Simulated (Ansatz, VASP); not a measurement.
# Two plane-wave programs on HfB2

```
CELL_PARAMETERS angstrom
3.12176 0.00000 0.00000
-1.56088 2.70352 0.00000
0.00000 0.00000 3.45631
ATOMIC_POSITIONS crystal
Hf 0.00000 0.00000 0.00000
B 0.33333 0.66667 0.50000
B 0.66667 0.33333 0.50000
```

Alike in both runs: functional PBE; dispersion D3(BJ); k mesh 12 × 12 × 10; no spin polarisation.

Ansatz relaxed the structure, and its values are those at the end. VASP's run is a single point on that final structure, the one shown.

|  | VASP | Ansatz |
| --- | --- | --- |
| version | VASP 6.6.1 | Ansatz 0.2.0 |
| potentials or method | VASP PAW PBE potentials, release 64 (Hf_pv, B), cutoff 520 eV | plane waves, PAW |
| occupations | fermi-dirac, width 0.1 eV | fermi-dirac |
| valence electrons in the cell | 16 | 32 |

```tsv
	VASP	Ansatz	Ansatz less VASP
pressure (GPa)	-0.3	0.0	+0.31
```

VASP's potentials hold 16 valence electrons a cell and Ansatz's 32, so a difference there can come from the potentials and not from the codes.

Neither program's run includes spin-orbit coupling.
